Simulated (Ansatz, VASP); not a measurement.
Two plane-wave programs on Si

```
Si
1.0
     0.00000    5.43000    5.43000
     5.43000    0.00000    5.43000
     5.43000    5.43000    0.00000
Si
17
Direct
  0.00367 0.99703 0.99729
  0.13218 0.12274 0.12324
  0.00368 0.99654 0.50363
  0.12506 0.12604 0.62503
  0.00349 0.50304 0.99706
  0.12501 0.62476 0.12618
  0.00010 0.49993 0.50008
  0.12486 0.62432 0.62480
  0.50077 0.00037 0.00073
  0.62358 0.12341 0.12355
  0.49731 0.99702 0.50363
  0.62328 0.12272 0.63214
  0.49719 0.50343 0.99715
  0.62311 0.63176 0.12305
  0.49713 0.50303 0.50342
  0.62620 0.62475 0.62497
  0.75088 0.25034 0.25082
```

Alike in both runs: functional PBE; dispersion D3(BJ); k mesh 2 × 2 × 2; occupations gaussian, width 0.05 eV; no spin polarisation.

Ansatz relaxed the structure, and its values are those at the end. VASP's run is a single point on that final structure, the one shown.

|  | VASP | Ansatz |
| --- | --- | --- |
| version | VASP 6.6.1 | Ansatz 0.2.0 |
| potentials or method | VASP PAW PBE potentials, release 64 (Si), cutoff 400 eV | scalar-relativistic, plane waves, PAW |
| valence electrons in the cell | 68 | 68 |

|  | VASP | Ansatz | Ansatz less VASP |
| --- | --- | --- | --- |
| rms of the force components (eV/Å) | 0.011 | 0.011 | 0.0000 |

The k mesh is coarse, so the values compare programs but aren't converged.
